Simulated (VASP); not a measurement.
# CdS (Fm-3m) in VASP: further runs

Runs on CdS. Level: LDA. Tasks: single point.

Everything below comes from runs of VASP 6.6.1. Logs are shortened: lines on timing, memory, paths and dates and some standing lists are left out, and cuts for length are marked.

## Step 1: The cell of the first run

It takes space group Fm-3m (No. 225, cubic). The conventional cell has a = 5.506 Å, b = 5.506 Å, c = 5.506 Å, α = 90.00°, β = 90.00°, γ = 90.00°. Cd (site symmetry m-3m) has 6 S at 2.75 Å within 3.6 Å. S (site symmetry m-3m) has 6 Cd at 2.75 Å within 3.6 Å.

## Step 2: Single point, LDA

File INCAR:

```
  ALGO = Normal
  EDIFF = 1E-6
  ENCUT = 500
  GGA_COMPAT = F
  ISIF = 2
  ISMEAR = -1
  LASPH = T
  LCHARG = T
  LELF = T
  LREAL = F
  LVHAR = T
  LWAVE = F
  NBANDS = 16
  NELM = 120
  PREC = Accurate
  SIGMA = 0.05
```

File KPOINTS:

```
k-points
0
Gamma
  3 3 3
```

File POSCAR:

```
CdS
1.0
    0.0000000000      2.7532440000      2.7532440000
    2.7532440000      0.0000000000      2.7532440000
    2.7532440000      2.7532440000      0.0000000000
Cd S
1 1
Direct
    0.0000000000      0.0000000000      0.0000000000
    0.5000000000      0.5000000000      0.5000000000
```

Potentials or basis: VASP PAW LDA potentials, release 64 (Cd, S).

Started as:

```bash
> cat potpaw_LDA.64/Cd/POTCAR potpaw_LDA.64/S/POTCAR > POTCAR
> mpirun -np 1 vasp_std > vasp.out
```

OUTCAR:

```text
EDIFF = 1E-6
   ENCUT = 500
   ISIF = 2
   ISMEAR = -1
   LASPH = T
   LREAL = F
   NELM = 120
   PREC = Accurate

 ion  position               nearest neighbor table
   1  0.000  0.000  0.000-   2 2.75   2 2.75   2 2.75   2 2.75   2 2.75   2 2.75
   2  0.500  0.500  0.500-   1 2.75   1 2.75   1 2.75   1 2.75   1 2.75   1 2.75

  LATTYP: Found a face centered cubic cell.
 ALAT       =     5.5064880000

  Lattice vectors:

 A1 = (   0.0000000000,   2.7532440000,   2.7532440000)
 A2 = (   2.7532440000,   0.0000000000,   2.7532440000)
 A3 = (   2.7532440000,   2.7532440000,   0.0000000000)

Analysis of symmetry for initial positions (statically):
=====================================================================
 Subroutine PRICEL returns:
 Original cell was already a primitive cell.

 Routine SETGRP: Setting up the symmetry group for a
 face centered cubic supercell.

 Subroutine GETGRP returns: Found 48 space group operations
 (whereof 48 operations were pure point group operations)
 out of a pool of 48 trial point group operations.

The static configuration has the point symmetry O_h .

Analysis of symmetry for dynamics (positions and initial velocities):
=====================================================================
 Subroutine PRICEL returns:
 Original cell was already a primitive cell.

 Routine SETGRP: Setting up the symmetry group for a
 face centered cubic supercell.

 Subroutine GETGRP returns: Found 48 space group operations
 (whereof 48 operations were pure point group operations)
 out of a pool of 48 trial point group operations.

The dynamic configuration has the point symmetry O_h .

 Subroutine INISYM returns: Found 48 space group operations
 (whereof 48 operations are pure point group operations),
 and found     1 'primitive' translations

----------------------------------------------------------------------------------------

                                     Primitive cell

  volume of cell :      41.7411

  direct lattice vectors                    reciprocal lattice vectors
     0.000000000  2.753244000  2.753244000    -0.181603955  0.181603955  0.181603955
     2.753244000  0.000000000  2.753244000     0.181603955 -0.181603955  0.181603955
     2.753244000  2.753244000  0.000000000     0.181603955  0.181603955 -0.181603955

  length of vectors
     3.893675005  3.893675005  3.893675005     0.314547277  0.314547277  0.314547277

  position of ions in fractional coordinates (direct lattice)
     0.000000000  0.000000000  0.000000000
     0.500000000  0.500000000  0.500000000

  ion indices of the primitive-cell ions
   primitive index   ion index
                 1           1
                 2           2

----------------------------------------------------------------------------------------

 KPOINTS: k-points

Automatic generation of k-mesh.
 Grid dimensions read from file:
 generate k-points for:    3    3    3

 Generating k-lattice:

  Cartesian coordinates                     Fractional coordinates (reciprocal lattice)
    -0.060534652  0.060534652  0.060534652     0.333333333  0.000000000  0.000000000
     0.060534652 -0.060534652  0.060534652     0.000000000  0.333333333  0.000000000
     0.060534652  0.060534652 -0.060534652     0.000000000  0.000000000  0.333333333

  Length of vectors
     0.104849092  0.104849092  0.104849092

  Shift w.r.t. Gamma in fractional coordinates (k-lattice)
     0.000000000  0.000000000  0.000000000

 Subroutine IBZKPT returns following result:
 ===========================================

 Found      4 irreducible k-points:

 Following reciprocal coordinates:
            Coordinates               Weight
  0.000000  0.000000  0.000000      1.000000
  0.333333  0.000000  0.000000      8.000000
  0.333333  0.333333  0.000000      6.000000
 -0.333333  0.333333  0.000000     12.000000
   k-points           NKPTS =      4   k-points in BZ     NKDIM =      4   number of bands    NBANDS=     16
   number of dos      NEDOS =    301   number of ions     NIONS =      2
   total plane-waves  NPLWV =  21952
   dimension x,y,z NGX =    28 NGY =   28 NGZ =   28
   dimension x,y,z NGXF=    56 NGYF=   56 NGZF=   56
   ions per type =               1   1
   NGX,Y,Z   is equivalent  to a cutoff of  11.95, 11.95, 11.95 a.u.
   NGXF,Y,Z  is equivalent  to a cutoff of  23.91, 23.91, 23.91 a.u.
 SYSTEM =  unknown system
   PREC   = accura    normal or accurate (medium, high low for compatibility)
   ISTART =      0    job   : 0-new  1-cont  2-samecut
   ICHARG =      2    charge: 1-file 2-atom 10-const
   ISPIN  =      1    spin polarized calculation?
   LNONCOLLINEAR =      F non collinear calculations
   LSORBIT =      F    spin-orbit coupling
   LASPH  =      T    aspherical Exc in radial PAW
   ENCUT  =  500.0 eV  36.75 Ry    6.06 a.u.   7.10  7.10  7.10*2*pi/ulx,y,z
   NELM   =    120;   NELMIN=  2; NELMDL= -5     # of ELM steps
   EDIFF  = 0.1E-05   stopping-criterion for ELM
   LREAL  =      F    real-space projection
   EDIFFG = 0.1E-04   stopping-criterion for IOM
   NSW    =      0    number of steps for IOM
   IBRION =     -1    ionic relax: 0-MD 1-quasi-New 2-CG
   NFREE  =      0    steps in history (QN), initial steepest desc. (CG)
   ISIF   =      2    stress and relaxation
   ISYM   =      2    0-nonsym 1-usesym 2-fastsym
   POTIM  = 0.5000    time-step for ionic-motion
   TEBEG  =    0.0;   TEEND  =   0.0 temperature during run
   PSTRESS=    0.0 pullay stress
   NELECT =      18.0000    total number of electrons
   NUPDOWN=      -1.0000    fix difference up-down
   EMIN   =  10.00;   EMAX   =-10.00  energy-range for DOS
   EFERMI =   0.00;   METHOD = LEGACY
   ISMEAR =    -1;   SIGMA  =   0.05  broadening in eV -4-tet -1-fermi 0-gaus
   EFERMI_NEDOS =   21; number of points for ismear=-14 and -15
   IALGO  =     38    algorithm
   IMIX   =      4    mixing-type and parameters
     AMIX     =   0.40;   BMIX     =  1.00
     AMIX_MAG =   1.60;   BMIX_MAG =  1.00
  volume/ion in A,a.u.               =      20.87       140.84
  Fermi-wavevector in a.u.,A,eV,Ry     =   1.236833  2.337275 20.813583  1.529755
  Thomas-Fermi vector in A             =   2.371425
   LORBIT       =      0    0 simple, 1 ext, 2 COOP (PROOUT), +10 PAW based schemes
   GGA     = CA    functional components
   LHFCALC =     F    Hartree Fock is set to
   AEXX    =    0.0000 exact exchange contribution
   IVDW    =     0    specifies the selected vdW correction
   LEPSILON=     F    determine dielectric tensor
   LRPA    =     F    only Hartree local field effects (RPA)
 non-spin polarized calculation
  energy-cutoff  :      500.00
  volume of cell :       41.74
 maximum number of plane-waves:      1067
   NGX = 15   NGY = 15   NGZ = 15

 number of electron      17.9999990 magnetization

 Free energy of the ion-electron system (eV)
  ---------------------------------------------------
  ext. energy  EPLUGINS =         0.00000000
  ---------------------------------------------------
  free energy    TOTEN  =        -6.88266879 eV

  energy without entropy =       -6.88247782  energy(sigma->0) =       -6.88257331

 E-fermi :   2.9192     XC(G=0): -10.6423

 val. band max:        2.4928608042   @ k =   0.3333   0.0000   0.0000
 cond. band min:       3.2068160946   @ k =   0.0000   0.0000   0.0000
 fundamental gap:      0.7139552904
 Fermi energy:         2.9192276490

 k-point     1 :       0.0000    0.0000    0.0000
  band No.  band energies     occupation
      1      -9.9617      2.00000
      2      -5.1274      2.00000
      3      -5.1274      2.00000
      4      -5.1274      2.00000
      5      -5.1243      2.00000
      6      -5.1243      2.00000
      7       1.9879      2.00000
      8       1.9879      2.00000
      9       1.9879      2.00000
     10       3.2068      0.00633
     11      11.7534      0.00000
     12      11.7534      0.00000
     13      11.7534      0.00000
     14      13.5571      0.00000
     15      13.5571      0.00000
     16      13.6688      0.00000

 k-point     2 :       0.3333    0.0000    0.0000
  band No.  band energies     occupation
      1      -9.1639      2.00000
      2      -5.3361      2.00000
      3      -5.3361      2.00000
      4      -5.2514      2.00000
      5      -4.9793      2.00000
      6      -4.9793      2.00000
      7      -1.5679      2.00000
      8       2.4929      1.99960
      9       2.4929      1.99960
     10       6.0009      0.00000
     11       8.9833      0.00000
     12       9.0309      0.00000
     13       9.0309      0.00000
     14      13.4377      0.00000
     15      14.1687      0.00000
     16      14.1687      0.00000

 k-point     3 :       0.3333    0.3333    0.0000
  band No.  band energies     occupation
      1      -9.1969      2.00000
      2      -5.2416      2.00000
      3      -5.0452      2.00000
      4      -4.9746      2.00000
      5      -4.9475      2.00000
      6      -4.9475      2.00000
      7      -0.6421      2.00000
      8       0.9484      2.00000
      9       0.9484      2.00000
     10       4.0000      0.00000
     11       8.9449      0.00000
     12      10.3319      0.00000
     13      12.2699      0.00000
     14      12.2699      0.00000
     15      16.0957      0.00000
     16      17.9510      0.00000

 k-point     4 :      -0.3333    0.3333    0.0000
  band No.  band energies     occupation
      1      -8.8881      2.00000
      2      -5.2604      2.00000
      3      -5.2305      2.00000
      4      -5.0602      2.00000
      5      -4.9226      2.00000
      6      -4.6165      2.00000
      7      -1.2582      2.00000
      8      -0.5578      2.00000
      9       1.7491      2.00000
     10       5.2342      0.00000
     11       8.9376      0.00000
     12      10.2606      0.00000
     13      10.5428      0.00000
     14      13.5298      0.00000
     15      14.6863      0.00000
     16      17.9312      0.00000

------------------------ aborting loop because EDIFF is reached ----------------------------------------

  FORCE on cell =-STRESS in cart. coord.  units (eV):
  Direction    XX          YY          ZZ          XY          YZ          ZX
  --------------------------------------------------------------------------------------
  -------------------------------------------------------------------------------------
  Total       -1.3324022     -1.3324022     -1.3324022      0.0000000     -0.0000000      0.0000000
  in kB      -51.1424828    -51.1424828    -51.1424828      0.0000000     -0.0000000      0.0000000
  external PRESSURE =     -51.1424828 kB  Pullay stress =       0.0000000 kB

 VOLUME and BASIS-vectors are now :
 -----------------------------------------------------------------------------
  energy-cutoff  :      500.00
  volume of cell :       41.74
      direct lattice vectors                 reciprocal lattice vectors
     0.000000000  2.753244000  2.753244000    -0.181603955  0.181603955  0.181603955
     2.753244000  0.000000000  2.753244000     0.181603955 -0.181603955  0.181603955
     2.753244000  2.753244000  0.000000000     0.181603955  0.181603955 -0.181603955

 POSITION                                       TOTAL-FORCE (eV/Angst)
 -----------------------------------------------------------------------------------
      0.00000      0.00000      0.00000         0.000000      0.000000      0.000000
      2.75324      2.75324      2.75324         0.000000      0.000000     -0.000000
 -----------------------------------------------------------------------------------
    total drift:                                0.000000      0.000000      0.000000

  FREE ENERGIE OF THE ION-ELECTRON SYSTEM (eV)
  ---------------------------------------------------
  free  energy   TOTEN  =        -6.8826687933 eV

  energy  without entropy=       -6.8824778188  energy(sigma->0) =       -6.88257331
```

Wall time 7.8 s (1 thread of Intel Xeon 8259CL, shared host); peak memory 0.14 GiB.

Results:

| Quantity | Value |
| --- | --- |
| Free energy | -6.8827 eV |
| Pressure | -5.1 GPa |
| Band gap on the k mesh | 0.71 eV (least direct gap 1.22 eV) |

Caveat: the k points lie up to 0.66 Å⁻¹ apart; an odd mesh through Γ misses points on the zone boundary, where band edges can lie.

## Step 3: Single point, LDA

File INCAR:

```
SYSTEM = CdS
PREC = Accurate
ENCUT = 500
EDIFF = 1E-6
ISMEAR = -1
SIGMA = 0.05
LREAL = .FALSE.
LASPH = .TRUE.
NELM = 120
ALGO = Normal
ISIF = 2
LWAVE = .FALSE.
LCHARG = .FALSE.
NBANDS = 16
GGA_COMPAT = .FALSE.
```

File KPOINTS:

```
regular mesh
0
G
  4 4 4
  0 0 0
```

POSCAR is that of step 2.

Potentials or basis: VASP PAW LDA potentials, release 64 (Cd, S).

Started as:

```bash
> cat potpaw_LDA.64/Cd/POTCAR potpaw_LDA.64/S/POTCAR > POTCAR
> mpirun -np 1 vasp_std > vasp.out
```

Wall time 8 s (1 thread of Intel Xeon 8259CL, shared host); peak memory 0.13 GiB.

The run converged. Its results:

| Property | Result |
| --- | --- |
| Free energy | -7.1162 eV |
| Pressure | -6.0 GPa |

Levels at points of the mesh, in eV from the Fermi level:
| k point | band 7 | band 8 | band 9 | band 10 | band 11 | band 12 |
| --- | --- | --- | --- | --- | --- | --- |
| (0.00, 0.00, 0.00) | -0.78 | -0.78 | -0.78 | 0.55 | 9.10 | 9.10 |
| (0.50, 0.00, 0.00) | -4.91 | -0.06 | -0.06 | 3.27 | 5.68 | 5.68 |
| (0.50, 0.50, 0.00) | -4.25 | -2.16 | -2.16 | -0.04 | 5.90 | 9.46 |

Caveat: the k points lie up to 0.49 Å⁻¹ apart.

## Step 4: Single point, LDA

File INCAR:

```
PREC = Accurate
ENCUT = 500
EDIFF = 1E-6
ISMEAR = -1
SIGMA = 0.05
LREAL = False
LASPH = True
NELM = 120
ALGO = Normal
ISIF = 2
LWAVE = False
LCHARG = True
LELF = True
LVHAR = True
NBANDS = 16
GGA_COMPAT = False
```

File KPOINTS:

```
regular mesh
0
Gamma
  4 4 4
```

POSCAR is that of step 3.

Potentials or basis: VASP PAW LDA potentials, release 64 (Cd, S).

Started as:

```bash
> cat potpaw_LDA.64/Cd/POTCAR potpaw_LDA.64/S/POTCAR > POTCAR
> mpirun -np 1 vasp_std > vasp.out
```

OUTCAR:

```text
PREC = Accurate
   ENCUT = 500
   EDIFF = 1E-6
   ISMEAR = -1
   LREAL = False
   LASPH = True
   NELM = 120
   ISIF = 2

 ion  position               nearest neighbor table
   1  0.000  0.000  0.000-   2 2.75   2 2.75   2 2.75   2 2.75   2 2.75   2 2.75
   2  0.500  0.500  0.500-   1 2.75   1 2.75   1 2.75   1 2.75   1 2.75   1 2.75

  LATTYP: Found a face centered cubic cell.
 ALAT       =     5.5064880000

  Lattice vectors:

 A1 = (   0.0000000000,   2.7532440000,   2.7532440000)
[... 318 lines left out ...]
------------------------ aborting loop because EDIFF is reached ----------------------------------------

  FORCE on cell =-STRESS in cart. coord.  units (eV):
  Direction    XX          YY          ZZ          XY          YZ          ZX
  --------------------------------------------------------------------------------------
  -------------------------------------------------------------------------------------
  Total       -1.5691089     -1.5691089     -1.5691089      0.0000000      0.0000000      0.0000000
  in kB      -60.2281575    -60.2281575    -60.2281575      0.0000000      0.0000000      0.0000000
  external PRESSURE =     -60.2281575 kB  Pullay stress =       0.0000000 kB

 VOLUME and BASIS-vectors are now :
 -----------------------------------------------------------------------------
  energy-cutoff  :      500.00
  volume of cell :       41.74
      direct lattice vectors                 reciprocal lattice vectors
     0.000000000  2.753244000  2.753244000    -0.181603955  0.181603955  0.181603955
     2.753244000  0.000000000  2.753244000     0.181603955 -0.181603955  0.181603955
     2.753244000  2.753244000  0.000000000     0.181603955  0.181603955 -0.181603955

 POSITION                                       TOTAL-FORCE (eV/Angst)
 -----------------------------------------------------------------------------------
      0.00000      0.00000      0.00000         0.000000     -0.000000      0.000000
      2.75324      2.75324      2.75324        -0.000000      0.000000     -0.000000
 -----------------------------------------------------------------------------------
    total drift:                                0.000000      0.000000      0.000000

  FREE ENERGIE OF THE ION-ELECTRON SYSTEM (eV)
  ---------------------------------------------------
  free  energy   TOTEN  =        -7.1161844452 eV

  energy  without entropy=       -7.1047558414  energy(sigma->0) =       -7.11047014
```

It took 12 s on 1 thread of Intel Xeon 8259CL, shared host; peak memory 0.14 GiB.

What came out:

```yaml
Free_energy: -7.1162 eV
Pressure: -6.0 GPa
```

Caveat: the k points lie up to 0.49 Å⁻¹ apart.
